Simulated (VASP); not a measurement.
Ta3N, 4 atoms in the cell. It takes space group C2/m (No. 12, monoclinic). Conventional cell: a = 5.235 Å, b = 3.022 Å, c = 7.560 Å, α = 90.00°, β = 92.58°, γ = 90.00°. Within 3.9 Å of Ta (site symmetry 2/m) lie 12 Ta at 2.99 to 3.09 Å and 2 N at 3.78 Å. Ta (site symmetry m) has 3 N at 2.14 to 2.21 Å within 2.8 Å. N (site symmetry 2/m) has 6 Ta at 2.14 to 2.21 Å within 2.8 Å.  This cell differs from its parent crystal: strain -0.0450 x Voigt [0, 0, 0, 1, 0, 0].

```yaml
Program: VASP 6.6.1
Task: single point
Functional: PBE
Potentials_or_basis: VASP PAW PBE potentials, release 64 (Ta_pv, N)
Cutoff: 520 eV
k_mesh: 18 × 18 × 6
Occupations: gaussian, width 0.15 eV
Spin: no spin polarisation
Dipole_correction: no
Further_INCAR_settings: ALGO = Normal; EDIFF = 1e-07; NBANDS = 27
```

Potentials or basis: VASP PAW PBE potentials, release 64 (Ta_pv, N).

Command:

```sh
$ cat potpaw_PBE.64/Ta_pv/POTCAR potpaw_PBE.64/N/POTCAR > POTCAR
$ mpirun -np 1 vasp_std > vasp.out
```

Hardware: 1 thread of Intel(R) Xeon(R) 6975P-C (Granite Rapids), with other jobs on the host.

Problem. How long does it take, and how much memory?

Solution. It took 7.3 min on 1 thread of Intel(R) Xeon(R) 6975P-C (Granite Rapids) (shared host), peak memory 0.73 GiB. Counts: scf iterations 15, k points 524.
